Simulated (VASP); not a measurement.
A run of VASP 6.6.1 is set up as follows.

File INCAR:

```
PREC = Accurate
ENCUT = 500
EDIFF = 1E-7
ISMEAR = 0
SIGMA = 0.1
LREAL = False
LASPH = True
NELM = 200
ALGO = Normal
ISIF = 3
LWAVE = False
LCHARG = False
GGA = PE
IBRION = 2
NSW = 100
EDIFFG = -0.01
GGA_COMPAT = False
NELMIN = 4
LMAXMIX = 6
```

Contents of KPOINTS:

```
regular mesh
0
Gamma
  8 8 8
```

Contents of POSCAR:

```
Tm2Ta
1.0
    0.0000000000      4.1672397142      4.1672397142
    4.1672397142      0.0000000000      4.1672397142
    4.1672397142      4.1672397142      0.0000000000
Tm Ta
4 2
Direct
    0.6250000000      0.6250000000      0.6250000000
    0.1250000000      0.6250000000      0.6250000000
    0.6250000000      0.6250000000      0.1250000000
    0.6250000000      0.1250000000      0.6250000000
    0.0000000000      0.0000000000      0.0000000000
    0.2500000000      0.2500000000      0.2500000000
```

Potentials or basis: VASP PAW PBE potentials, release 64 (Tm_3, Ta_pv), 4f in core.

Launch:

```bash
$ cat potpaw_PBE.64/Tm_3/POTCAR potpaw_PBE.64/Ta_pv/POTCAR > POTCAR
$ mpirun -np 1 vasp_std > vasp.out
```

Q: Estimate the band gap on the k mesh.

A: Zero (bands 29 and 30 overlap by 0.78 eV).

Q: Estimate the relaxed cell.

A: a = 5.919 Å, b = 5.919 Å, c = 5.919 Å, α = 60.00°, β = 60.00°, γ = 60.00°.

Final structure:
```xyz
6
Lattice="0.0000 4.1857 4.1857 4.1857 0.0000 4.1857 4.1857 4.1857 0.0000" Properties=species:S:1:pos:R:3 pbc="T T T"
Tm    5.2321    5.2321    5.2321
Tm    5.2321    3.1392    3.1392
Tm    3.1392    3.1392    5.2321
Tm    3.1392    5.2321    3.1392
Ta    0.0000    0.0000    0.0000
Ta    2.0928    2.0928    2.0928
```

Caveat: spin-orbit coupling is left out, which moves the levels of the heavy elements; the 4f electrons are frozen in the core, so they carry no moment and show no levels. Spin polarisation is off, so any magnetic state and its effect on volume and gap are missing.
